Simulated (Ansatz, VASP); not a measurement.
# Two plane-wave programs on Sc

INCAR

```
SYSTEM = Sc
PREC = Accurate
ENCUT = 520
EDIFF = 1E-6
ISMEAR = -1
SIGMA = 0.1
LREAL = .False.
LASPH = .True.
NELM = 60
ALGO = Normal
ISIF = 2
LWAVE = .False.
LCHARG = .True.
GGA = RP
LELF = .True.
LVHAR = .True.
NBANDS = 12
```

File KPOINTS:

```
Automatic mesh
0
Gamma
  13 13 13
  0 0 0
```

The input POSCAR:

```
Sc
1.0
   -1.8135316394      1.8135316394      1.8135316394
    1.8135316394     -1.8135316394      1.8135316394
    1.8135316394      1.8135316394     -1.8135316394
Sc
1
Direct
    0.0000000000      0.0000000000      0.0000000000
```

Input for Ansatz:

```yaml
crystal:
  lattice:
    - [-1.8135316394, 1.8135316394, 1.8135316394]
    - [1.8135316394, -1.8135316394, 1.8135316394]
    - [1.8135316394, 1.8135316394, -1.8135316394]
  atoms:
    - { symbol: Sc, position: [0.0, 0.0, 0.0] }
hamiltonian:
  xc: rpbe
  pseudopotentials:
    kind: paw
    azcp:
      Sc: "pseudopotentials/Sc.paw.azcp"
basis:
  ecutwfc: 420
  fft_grid_basis: typed
kpoints:
  mp_grid: { grid: [13, 13, 13], shift: [0, 0, 0] }
magnetization:
  spin_polarized: false
scf:
  occupations: { method: fermi_dirac, width: 0.1 }
  lower_state_search: "off"
output:
  stress: true
```

Alike in both runs: task single point; functional RPBE; k mesh 13 × 13 × 13; occupations fermi-dirac, width 0.1 eV; no spin polarisation.

|  | VASP | Ansatz |
| --- | --- | --- |
| version | VASP 6.6.1 | Ansatz 0.2.0 |
| potentials or method | VASP PAW PBE potentials, release 64 (Sc_sv), cutoff 520 eV | plane waves (420 eV) with PAW, scalar-relativistic |
| valence electrons in the cell | 11 | 11 |

VASP gave:

* pressure (GPa): 4.8

Q: Which values does Ansatz return?

A: Pressure (GPa): 4.7.

VASP's potentials were made for PBE, not for RPBE. With one functional, cell and mesh, what is left measures potentials, basis and numerics.
